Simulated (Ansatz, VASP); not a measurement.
**Two plane-wave programs on Si2W**

```
Si W
1.0
    -0.00002   -3.21214   -0.00001
    -3.21273   -0.00002    0.00002
     0.00006   -0.00002   -7.80262
Si W
4 2
Direct
  0.99993 0.00001 0.66499
  0.50009 0.49998 0.16502
  0.99997 0.00002 0.33497
  0.50003 0.49997 0.83501
  0.50001 0.50003 0.49998
  0.99998 0.99999 0.00002
```

Alike in both runs: functional r2SCAN; k mesh 10 × 10 × 6; occupations gaussian, width 0.15 eV; no spin polarisation.

Ansatz relaxed the structure, and its values are those at the end. VASP's run is a single point on that final structure, the one shown.

|  | VASP | Ansatz |
| --- | --- | --- |
| version | VASP 6.6.1 | Ansatz 0.2.0 |
| potentials or method | VASP PAW PBE potentials, release 64 (Si, W_sv), cutoff 520 eV | scalar-relativistic, plane waves, PAW |
| valence electrons in the cell | 44 | 44 |

```csv
,VASP,Ansatz,Ansatz less VASP
gap on the k mesh at the Fermi level (eV),none,none,-
pressure (GPa),0.2,0.0,-0.26
rms of the force components (eV/Å),0.005,0.002,-0.0030
```

VASP's potentials were made for PBE, not for r2SCAN. A gap of «none» marks a metal or a gap that the smearing closes.

Spin-orbit coupling is off throughout.
